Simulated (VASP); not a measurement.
The system is MoH5.

```
H Mo
1.0
     2.42242    0.00000    0.00000
     0.00000    2.42242    0.00000
     0.00000    0.00000   10.26128
H Mo
5 1
Direct
  0.50000 0.50000 0.33448
  0.50000 0.50000 0.66552
  0.00000 0.00000 0.17599
  0.00000 0.00000 0.82401
  0.00000 0.00000 0.50000
  0.50000 0.50000 0.00000
```

| Item | Value |
| --- | --- |
| Program | VASP 6.6.1 |
| Task | relaxation of cell and atoms |
| Functional | PBE |
| Potentials or basis | VASP PAW PBE potentials, release 64 (H, Mo_sv) |
| Cutoff | 600 eV |
| k mesh | 8 × 8 × 2 |
| Occupations | gaussian, width 0.1 eV |
| Spin | no spin polarisation |

At the start: pressure -9.7 GPa; volume 10.04 Å³/atom.

Question: Where does the relaxation end?

Answer: Over 28 steps the energy falls by 1101.7 meV/atom and the volume is 5.82 Å³/atom (-42.0 %); space group P4/mmm (No. 123, to 0.05 Å).

Step by step:
| step | energy change (eV) | largest force (eV/Å) | pressure (GPa) | volume (Å³) |
| --- | --- | --- | --- | --- |
| 1 | 0.0000 | 1.2526 | -9.69 | 60.21 |
| 2 | -0.9878 | 1.2526 | -7.47 | 54.96 |
| 3 | -3.4114 | 0.5740 | 16.42 | 39.60 |
| 4 | -3.5105 | 1.9083 | 46.19 | 32.58 |
| 5 | -3.6558 | 0.8281 | 23.58 | 36.93 |
| 6 | -4.1916 | 0.9715 | 19.45 | 36.61 |
| 7 | -4.5852 | 1.3639 | 17.09 | 35.41 |
| 8 | -4.7899 | 1.0060 | 7.49 | 36.98 |
| 9 | -4.8885 | 0.5611 | -3.03 | 39.21 |
| 10 | -4.9156 | 0.5005 | -2.77 | 38.95 |
| 11 | -4.9794 | 0.3438 | -1.63 | 38.17 |
| 12 | -5.0296 | 0.6768 | 1.42 | 36.63 |
| 13 | -5.0670 | 0.6527 | 0.19 | 36.51 |
| 14 | -5.1919 | 0.7370 | -2.83 | 36.12 |
| 15 | -5.7303 | 1.2560 | -5.55 | 35.30 |
| 16 | -5.6796 | 8.2743 | 15.38 | 33.52 |
| 17 | -5.9244 | 1.3396 | -4.69 | 34.99 |
| 18 | -6.5172 | 0.4959 | 0.56 | 34.27 |
| 19 | -6.5070 | 1.8545 | 5.59 | 33.90 |
| 20 | -6.5625 | 0.2909 | 2.34 | 34.12 |
| 21 | -6.5641 | 0.6106 | 3.08 | 34.06 |
| 22 | -6.4784 | 1.4856 | -2.25 | 35.78 |
| 23 | -6.6022 | 0.2751 | 0.41 | 34.66 |
| 24 | -6.5789 | 0.5967 | 0.46 | 35.19 |
| 25 | -6.6099 | 0.0713 | 0.32 | 34.84 |
| 26 | -6.6099 | 0.0734 | 0.30 | 34.84 |
| 27 | -6.6103 | 0.0518 | -0.32 | 34.99 |
| 28 | -6.6104 | 0.0266 | -0.11 | 34.94 |

Final structure:
```cif
data_structure
_symmetry_space_group_name_H-M 'P 1'
_symmetry_Int_Tables_number 1
_cell_length_a 2.7456
_cell_length_b 2.7456
_cell_length_c 4.6349
_cell_angle_alpha 90.000
_cell_angle_beta 90.000
_cell_angle_gamma 90.000
_cell_volume 34.94
loop_
_atom_site_label
_atom_site_type_symbol
_atom_site_fract_x
_atom_site_fract_y
_atom_site_fract_z
_atom_site_occupancy
H1 H 0.50000 0.50000 0.40777 1
H2 H 0.50000 0.50000 0.59223 1
H3 H 0.00000 0.00000 0.29095 1
H4 H 0.00000 0.00000 0.70905 1
H5 H 0.00000 0.00000 0.50000 1
Mo1 Mo 0.50000 0.50000 0.00000 1
```

Caveat: the volume moved by over 15 % at a fixed basis, so the end points are rough.
